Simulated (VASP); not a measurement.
Wanted: the native input for a VASP 6.6.1 run.

| Quantity | Value |
| --- | --- |
| Task | single point |
| Functional | PBE |
| Potentials or basis | VASP PAW PBE potentials, release 64 (Sc_sv, Te, As) |
| Cutoff | 520 eV |
| k mesh | 8 × 8 × 8 |
| Occupations | gaussian, width 0.1 eV |
| Spin | no spin polarisation |
| Dipole correction | no |
| Further INCAR settings | ALGO = Fast; EDIFF = 1e-07; NBANDS = 24 |

The structure of ScTeAs3 lies in POSCAR:

```
ScTeAs3
1.0
    5.1211065017      0.0000000000      0.0000000000
    0.0000000000      5.1211065017      0.0000000000
    0.0000000000      0.0000000000      5.1211065017
Sc Te As
1 1 3
Direct
    0.0000000000      0.0000000000      0.0000000000
    0.5000000000      0.5000000000      0.5000000000
    0.5000000000      0.0000000000      0.0000000000
    0.0000000000      0.0000000000      0.5000000000
    0.0000000000      0.5000000000      0.0000000000
```

The cell was generated, and may not be a known phase.

The input as run:

INCAR

```
ALGO = Fast
EDIFF = 1E-7
ENCUT = 520
GGA = PE
ISIF = 2
ISMEAR = 0
LASPH = T
LCHARG = F
LREAL = F
LWAVE = F
NBANDS = 24
NELM = 80
PREC = Accurate
SIGMA = 0.1
```

KPOINTS

```
k-points
0
Gamma
  8 8 8
```

Potentials or basis: VASP PAW PBE potentials, release 64 (Sc_sv, Te, As).

The run is started by

```bash
$ cat potpaw_PBE.64/Sc_sv/POTCAR potpaw_PBE.64/Te/POTCAR potpaw_PBE.64/As/POTCAR > POTCAR
$ mpirun -np 1 vasp_std > vasp.out
```

It gave:

```json
{"Pressure": "0.1 GPa", "Band gap on the k mesh": "zero (bands 16 and 17 overlap by 1.97 eV)"}
```

Caveat: spin-orbit coupling is left out, which moves the levels of the heavy elements.

Run time: 4.6 min on 1 thread of Oxide Virtual Turin-like Processor, with other jobs on the host, peak memory 0.28 GiB.
